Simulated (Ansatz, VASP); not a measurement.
**InSe2 in VASP and in Ansatz**

The input INCAR:

```
PREC = Accurate ; ENCUT = 520
EDIFF = 1E-6 ; ISMEAR = 0
SIGMA = 0.15 ; LREAL = F
LASPH = T ; NELM = 100
ALGO = Normal ; ISIF = 2
LWAVE = F ; LCHARG = F
GGA = PE ; NBANDS = 34
```

KPOINTS

```
Automatic mesh
0
Gamma
  12 12 6
```

File POSCAR:

```
InSe2
1.0
    3.5764018108      0.0000000000      0.0000000000
    0.0000000000      3.5764018108      0.0000000000
    0.0000000000      0.0000000000     10.5111377570
In Se
2 4
Direct
    0.0000000000      0.5000000000      0.7035851637
    0.5000000000      0.0000000000      0.2964148363
    0.0000000000      0.5000000000      0.3657877574
    0.5000000000      0.0000000000      0.6342122426
    0.0000000000      0.0000000000      0.0000000000
    0.5000000000      0.5000000000      0.0000000000
```

Input for Ansatz:

```yaml
crystal:
  lattice:
    - [3.5764018108, 0.0, 0.0]
    - [0.0, 3.5764018108, 0.0]
    - [0.0, 0.0, 10.511137757]
  atoms:
    - { symbol: In, position: [0.0, 0.5, 0.7035851637] }
    - { symbol: In, position: [0.5, 0.0, 0.2964148363] }
    - { symbol: Se, position: [0.0, 0.5, 0.3657877574] }
    - { symbol: Se, position: [0.5, 0.0, 0.6342122426] }
    - { symbol: Se, position: [0.0, 0.0, 0.0] }
    - { symbol: Se, position: [0.5, 0.5, 0.0] }
basis:
  ecutwfc: 420
kpoints:
  mp_grid: { grid: [12, 12, 6] }
hamiltonian:
  xc: pbe
scf:
  occupations: { method: gaussian, width: 0.15 }
output:
  forces: true
  stress: true
  eigenvalues: true
```

Change from the starting cell: strain -0.080 along x and y, +0.080 along z, atoms carried along.

Alike in both runs: task single point; functional PBE; k mesh 12 × 12 × 6; occupations gaussian, width 0.15 eV; no spin polarisation.

|  | VASP | Ansatz |
| --- | --- | --- |
| version | VASP 6.6.1 | Ansatz 0.2.0 |
| potentials or method | VASP PAW PBE potentials, release 64 (In_d, Se), cutoff 520 eV | scalar-relativistic, plane waves, PAW |
| valence electrons in the cell | 50 | 90 |

```tsv
	VASP	Ansatz	Ansatz less VASP
gap on the k mesh at the Fermi level (eV)	none	none	-
pressure (GPa)	15.0	14.9	-0.10
traceless stress, the component that is largest in VASP (GPa)	-15.36	-15.28	+0.083
rms of the force components (eV/Å)	0.354	0.352	-0.0018
```

Atom by atom the forces differ by 0.002 eV/Å (rms over components). A gap of «none» marks a metal or a gap that the smearing closes. VASP's potentials hold 50 valence electrons a cell and Ansatz's 90, so a difference there can come from the potentials and not from the codes.
